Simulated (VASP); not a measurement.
# LiF (Griceite) (Fm-3m) in VASP: further runs

The runs below take LiF (Griceite) through single point, with PBE, LDA, r2SCAN.

All numbers are computed with VASP 6.6.1; they aren't measurements. Logs are shortened: lines on timing, memory, paths and dates and some standing lists are left out, and cuts for length are marked.

### Step 1. The cell of the first run

It takes space group Fm-3m (No. 225, cubic). Conventional cell: a = 3.990 Å, b = 3.990 Å, c = 3.990 Å, α = 90.00°, β = 90.00°, γ = 90.00°. Li (site symmetry m-3m) has 6 F at 1.99 Å within 2.6 Å. F (site symmetry m-3m) has 6 Li at 1.99 Å within 2.6 Å.

### Step 2. Single point, PBE

INCAR reads:

```
SYSTEM = LiF
PREC = Accurate
ENCUT = 520
EDIFF = 1E-6
ISMEAR = 0
SIGMA = 0.01
LREAL = .FALSE.
LASPH = .TRUE.
NELM = 60
ALGO = Normal
ISIF = 2
LWAVE = .FALSE.
LCHARG = .FALSE.
GGA = PE
NBANDS = 12
```

KPOINTS reads:

```
Automatic mesh
0
G
  6 6 6
  0 0 0
```

POSCAR reads:

```
LiF
1.0
    0.0000000000      1.9948691814      1.9948691814
    1.9948691814      0.0000000000      1.9948691814
    1.9948691814      1.9948691814      0.0000000000
Li F
1 1
Direct
    0.0000000000      0.0000000000      0.0000000000
    0.5000000000      0.5000000000      0.5000000000
```

Potentials or basis: VASP PAW PBE potentials, release 64 (Li_sv, F).

On the command line:

```sh
$ cat potpaw_PBE.64/Li_sv/POTCAR potpaw_PBE.64/F/POTCAR > POTCAR
$ mpirun -np 1 vasp_std > vasp.out
```

OUTCAR:

```text
SYSTEM = LiF
   PREC = Accurate
   ENCUT = 520
   EDIFF = 1E-6
   ISMEAR = 0
   LREAL = .FALSE.
   LASPH = .TRUE.
   NELM = 60
   ISIF = 2
   GGA = PE

 ion  position               nearest neighbor table
   1  0.000  0.000  0.000-   2 1.99   2 1.99   2 1.99   2 1.99   2 1.99   2 1.99
   2  0.500  0.500  0.500-   1 1.99   1 1.99   1 1.99   1 1.99   1 1.99   1 1.99

  LATTYP: Found a face centered cubic cell.
 ALAT       =     3.9897383628

  Lattice vectors:

 A1 = (   0.0000000000,   1.9948691814,   1.9948691814)
 A2 = (   1.9948691814,   0.0000000000,   1.9948691814)
 A3 = (   1.9948691814,   1.9948691814,   0.0000000000)

Analysis of symmetry for initial positions (statically):
=====================================================================
 Subroutine PRICEL returns:
 Original cell was already a primitive cell.

 Routine SETGRP: Setting up the symmetry group for a
 face centered cubic supercell.

 Subroutine GETGRP returns: Found 48 space group operations
 (whereof 48 operations were pure point group operations)
 out of a pool of 48 trial point group operations.

The static configuration has the point symmetry O_h .

Analysis of symmetry for dynamics (positions and initial velocities):
=====================================================================
 Subroutine PRICEL returns:
 Original cell was already a primitive cell.

 Routine SETGRP: Setting up the symmetry group for a
 face centered cubic supercell.

 Subroutine GETGRP returns: Found 48 space group operations
 (whereof 48 operations were pure point group operations)
 out of a pool of 48 trial point group operations.

The dynamic configuration has the point symmetry O_h .

 Subroutine INISYM returns: Found 48 space group operations
 (whereof 48 operations are pure point group operations),
 and found     1 'primitive' translations

----------------------------------------------------------------------------------------

                                     Primitive cell

  volume of cell :      15.8772

  direct lattice vectors                    reciprocal lattice vectors
     0.000000000  1.994869181  1.994869181    -0.250643002  0.250643002  0.250643002
     1.994869181  0.000000000  1.994869181     0.250643002 -0.250643002  0.250643002
     1.994869181  1.994869181  0.000000000     0.250643002  0.250643002 -0.250643002

  length of vectors
     2.821171051  2.821171051  2.821171051     0.434126414  0.434126414  0.434126414

  position of ions in fractional coordinates (direct lattice)
     0.000000000  0.000000000  0.000000000
     0.500000000  0.500000000  0.500000000

  ion indices of the primitive-cell ions
   primitive index   ion index
                 1           1
                 2           2

----------------------------------------------------------------------------------------

 KPOINTS: Automatic mesh

Automatic generation of k-mesh.
 Grid dimensions read from file:
 generate k-points for:    6    6    6

 Generating k-lattice:

  Cartesian coordinates                     Fractional coordinates (reciprocal lattice)
    -0.041773834  0.041773834  0.041773834     0.166666667  0.000000000  0.000000000
     0.041773834 -0.041773834  0.041773834     0.000000000  0.166666667  0.000000000
     0.041773834  0.041773834 -0.041773834     0.000000000  0.000000000  0.166666667

  Length of vectors
     0.072354402  0.072354402  0.072354402

  Shift w.r.t. Gamma in fractional coordinates (k-lattice)
     0.000000000  0.000000000  0.000000000

 Subroutine IBZKPT returns following result:
 ===========================================

 Found     16 irreducible k-points:

 Following reciprocal coordinates:
            Coordinates               Weight
  0.000000  0.000000  0.000000      1.000000
  0.166667  0.000000  0.000000      8.000000
  0.333333  0.000000  0.000000      8.000000
  0.500000  0.000000  0.000000      4.000000
  0.166667  0.166667  0.000000      6.000000
  0.333333  0.166667  0.000000     24.000000
[... 8 lines left out ...]
 -0.333333  0.333333  0.166667     24.000000
 -0.333333  0.500000  0.166667     12.000000
   k-points           NKPTS =     16   k-points in BZ     NKDIM =     16   number of bands    NBANDS=     12
   number of dos      NEDOS =    301   number of ions     NIONS =      2
   total plane-waves  NPLWV =  13824
   dimension x,y,z NGX =    24 NGY =   24 NGZ =   24
   dimension x,y,z NGXF=    48 NGYF=   48 NGZF=   48
   ions per type =               1   1
   NGX,Y,Z   is equivalent  to a cutoff of  14.14, 14.14, 14.14 a.u.
   NGXF,Y,Z  is equivalent  to a cutoff of  28.29, 28.29, 28.29 a.u.
 SYSTEM =  LiF
   PREC   = accura    normal or accurate (medium, high low for compatibility)
   ISTART =      0    job   : 0-new  1-cont  2-samecut
   ICHARG =      2    charge: 1-file 2-atom 10-const
   ISPIN  =      1    spin polarized calculation?
   LNONCOLLINEAR =      F non collinear calculations
   LSORBIT =      F    spin-orbit coupling
   LASPH  =      T    aspherical Exc in radial PAW
   ENCUT  =  520.0 eV  38.22 Ry    6.18 a.u.   5.25  5.25  5.25*2*pi/ulx,y,z
   NELM   =     60;   NELMIN=  2; NELMDL= -5     # of ELM steps
   EDIFF  = 0.1E-05   stopping-criterion for ELM
   LREAL  =      F    real-space projection
   EDIFFG = 0.1E-04   stopping-criterion for IOM
   NSW    =      0    number of steps for IOM
   IBRION =     -1    ionic relax: 0-MD 1-quasi-New 2-CG
   NFREE  =      0    steps in history (QN), initial steepest desc. (CG)
   ISIF   =      2    stress and relaxation
   ISYM   =      2    0-nonsym 1-usesym 2-fastsym
   POTIM  = 0.5000    time-step for ionic-motion
   TEBEG  =    0.0;   TEEND  =   0.0 temperature during run
   PSTRESS=    0.0 pullay stress
   NELECT =      10.0000    total number of electrons
   NUPDOWN=      -1.0000    fix difference up-down
   EMIN   =  10.00;   EMAX   =-10.00  energy-range for DOS
   EFERMI =   0.00;   METHOD = LEGACY
   ISMEAR =     0;   SIGMA  =   0.01  broadening in eV -4-tet -1-fermi 0-gaus
   EFERMI_NEDOS =   21; number of points for ismear=-14 and -15
   IALGO  =     38    algorithm
   IMIX   =      4    mixing-type and parameters
     AMIX     =   0.40;   BMIX     =  1.00
     AMIX_MAG =   1.60;   BMIX_MAG =  1.00
  volume/ion in A,a.u.               =       7.94        53.57
  Fermi-wavevector in a.u.,A,eV,Ry     =   1.403300  2.651852 26.793271  1.969250
  Thomas-Fermi vector in A             =   2.525975
   LORBIT       =      0    0 simple, 1 ext, 2 COOP (PROOUT), +10 PAW based schemes
   GGA     = PE    functional components
   LHFCALC =     F    Hartree Fock is set to
   AEXX    =    0.0000 exact exchange contribution
   IVDW    =     0    specifies the selected vdW correction
   LEPSILON=     F    determine dielectric tensor
   LRPA    =     F    only Hartree local field effects (RPA)
 non-spin polarized calculation
 Gauss-broadening in eV      SIGMA  =   0.01
  energy-cutoff  :      520.00
  volume of cell :       15.88
 maximum number of plane-waves:       444
 NGX is ok and might be reduce to    24
   NGX = 11   NGY = 11   NGZ = 11

 number of electron      10.0000000 magnetization

 number of electron       9.9999997 magnetization

 Free energy of the ion-electron system (eV)
  ---------------------------------------------------
  ext. energy  EPLUGINS =         0.00000000
  ---------------------------------------------------
  free energy    TOTEN  =        -9.62825767 eV

  energy without entropy =       -9.62825767  energy(sigma->0) =       -9.62825767

 E-fermi :  -0.6496     XC(G=0): -10.1228

 val. band max:       -0.8419740950   @ k =   0.0000   0.0000   0.0000
 cond. band min:       8.5099521274   @ k =   0.0000   0.0000   0.0000
 fundamental gap:      9.3519262224
 Fermi energy:        -0.6496009341

 k-point     1 :       0.0000    0.0000    0.0000
  band No.  band energies     occupation
      1     -41.7003      2.00000
      2     -20.8958      2.00000
      3      -0.8420      2.00000
      4      -0.8420      2.00000
      5      -0.8420      2.00000
      6       8.5100      0.00000
      7      23.5069      0.00000
      8      23.5069      0.00000
      9      23.5069      0.00000
     10      23.7658      0.00000
     11      23.7658      0.00000
     12      23.7658      0.00000

 k-point     2 :       0.1667    0.0000    0.0000
  band No.  band energies     occupation
      1     -41.6839      2.00000
      2     -20.7884      2.00000
      3      -1.5874      2.00000
      4      -0.9042      2.00000
      5      -0.9042      2.00000
      6       9.2155      0.00000
      7      18.9540      0.00000
      8      21.1605      0.00000
      9      21.1605      0.00000
     10      25.5674      0.00000
     11      25.7242      0.00000
     12      25.7242      0.00000

 k-point     3 :       0.3333    0.0000    0.0000
  band No.  band energies     occupation
      1     -41.6508      2.00000
      2     -20.5608      2.00000
      3      -2.8693      2.00000
      4      -1.0230      2.00000
      5      -1.0230      2.00000
      6      10.0396      0.00000
      7      16.5253      0.00000
      8      19.0580      0.00000
      9      19.0580      0.00000
     10      27.8694      0.00000
     11      28.5813      0.00000
     12      28.5813      0.00000
[... 166 lines left out ...]
 k-point    15 :      -0.3333    0.3333    0.1667
  band No.  band energies     occupation
      1     -41.6207      2.00000
      2     -20.2491      2.00000
      3      -3.1432      2.00000
      4      -2.5798      2.00000
      5      -1.4929      2.00000
      6      12.9091      0.00000
      7      14.7750      0.00000
      8      17.9857      0.00000
      9      18.7414      0.00000
     10      26.7826      0.00000
     11      27.6016      0.00000
     12      35.1315      0.00000

 k-point    16 :      -0.3333    0.5000    0.1667
  band No.  band energies     occupation
      1     -41.6165      2.00000
      2     -20.1757      2.00000
      3      -3.5064      2.00000
      4      -2.4687      2.00000
      5      -1.7205      2.00000
      6      14.2924      0.00000
      7      14.7937      0.00000
      8      16.9002      0.00000
      9      19.0046      0.00000
     10      23.4548      0.00000
     11      31.2264      0.00000
     12      33.6665      0.00000

------------------------ aborting loop because EDIFF is reached ----------------------------------------

  FORCE on cell =-STRESS in cart. coord.  units (eV):
  Direction    XX          YY          ZZ          XY          YZ          ZX
  --------------------------------------------------------------------------------------
  -------------------------------------------------------------------------------------
  Total        0.3935267      0.3935267      0.3935267      0.0000000      0.0000000      0.0000000
  in kB       39.7110609     39.7110609     39.7110609      0.0000000      0.0000000      0.0000000
  external PRESSURE =      39.7110609 kB  Pullay stress =       0.0000000 kB

 VOLUME and BASIS-vectors are now :
 -----------------------------------------------------------------------------
  energy-cutoff  :      520.00
  volume of cell :       15.88
      direct lattice vectors                 reciprocal lattice vectors
     0.000000000  1.994869181  1.994869181    -0.250643002  0.250643002  0.250643002
     1.994869181  0.000000000  1.994869181     0.250643002 -0.250643002  0.250643002
     1.994869181  1.994869181  0.000000000     0.250643002  0.250643002 -0.250643002

 POSITION                                       TOTAL-FORCE (eV/Angst)
 -----------------------------------------------------------------------------------
      0.00000      0.00000      0.00000         0.000000      0.000000      0.000000
      1.99487      1.99487      1.99487        -0.000000     -0.000000     -0.000000
 -----------------------------------------------------------------------------------
    total drift:                               -0.000000     -0.000000      0.000000

  FREE ENERGIE OF THE ION-ELECTRON SYSTEM (eV)
  ---------------------------------------------------
  free  energy   TOTEN  =        -9.6282576675 eV

  energy  without entropy=       -9.6282576675  energy(sigma->0) =       -9.62825767
```

Wall time 2.1 s (1 thread of Intel Xeon 6975P-C (Granite Rapids), shared host); peak memory 0.12 GiB.

What came out:

| Item | Value |
| --- | --- |
| Free energy | -9.6283 eV |
| Band gap on the k mesh | 9.35 eV, direct |

Caveat: the k points lie up to 0.45 Å⁻¹ apart; the cutoff is under 1.25 times the usual one of these potentials, so pressure, stress and relaxed cells hold a basis-set (Pulay) error. PBE gaps usually lie below the measured ones, often by a third to a half.

(Continued in part 2 of 2.)
